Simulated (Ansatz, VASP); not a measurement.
# Two plane-wave programs on LaB

```xyz
2
Lattice="0.0000 2.7975 2.7975 2.7975 0.0000 2.7975 2.7975 2.7975 0.0000" Properties=species:S:1:pos:R:3 pbc="T T T"
La    2.7975    2.7975    2.7975
B     0.0000    0.0000    0.0000
```

Alike in both runs: task single point; functional PBE; k mesh 10 × 10 × 10; occupations gaussian, width 0.05 eV; no spin polarisation.

```csv
,VASP,Ansatz
version,VASP 6.6.1,Ansatz 0.2.0
potentials or method,"VASP PAW PBE potentials, release 64 (La, B), cutoff 520 eV","scalar-relativistic, plane waves, PAW"
valence electrons in the cell,14,14
```

|  | VASP | Ansatz | Ansatz less VASP |
| --- | --- | --- | --- |
| gap on the k mesh at the Fermi level (eV) | none | none | - |
| pressure (GPa) | 2.5 | 2.5 | +0.02 |

A gap of «none» marks a metal or a gap that the smearing closes.

Neither program's run includes spin-orbit coupling.
